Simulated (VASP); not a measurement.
Here is a VASP 6.6.1 calculation.

The input INCAR:

```
PREC = Accurate
ENCUT = 520
EDIFF = 1E-6
ISMEAR = -1
SIGMA = 0.05
LREAL = F
LASPH = T
NELM = 100
ALGO = Fast
ISIF = 2
LWAVE = F
LCHARG = F
GGA = PE
NBANDS = 28
```

KPOINTS

```
regular mesh
0
Gamma
  5 5 5
```

File POSCAR:

```
Ba
1.0
   -4.2122191369      4.2122191369      3.9120205466
    4.2122191369     -4.2122191369      3.9120205466
    4.2122191369      4.2122191369     -3.9120205466
Ba
4
Direct
    0.6818578900      0.1818578900      0.8637157800
    0.3181421100      0.8181421100      0.1362842200
    0.1818578900      0.3181421100      0.5000000000
    0.8181421100      0.6818578900      0.5000000000
```

Potentials or basis: VASP PAW PBE potentials, release 64 (Ba_sv).

Launch:

```console
$ cat potpaw_PBE.64/Ba_sv/POTCAR > POTCAR
$ mpirun -np 1 vasp_std > vasp.out
```

Question: What does it give for the largest force?

Answer: 0.133 eV/Å.

Question: Predict the band gap on the k mesh.

Answer: Zero (band 20 reaches 1.43 eV, above the bottom of band 21 at 1.26 eV).

Question: Predict the pressure.

Answer: -0.5 GPa.

Forces in eV/Å, atoms in the order of the input:
```
Ba  -0.094 -0.094  0.000
Ba   0.094  0.094  0.000
Ba   0.094 -0.094  0.000
Ba  -0.094  0.094  0.000
```

Caveat: spin-orbit coupling is left out, which moves the levels of the heavy elements.
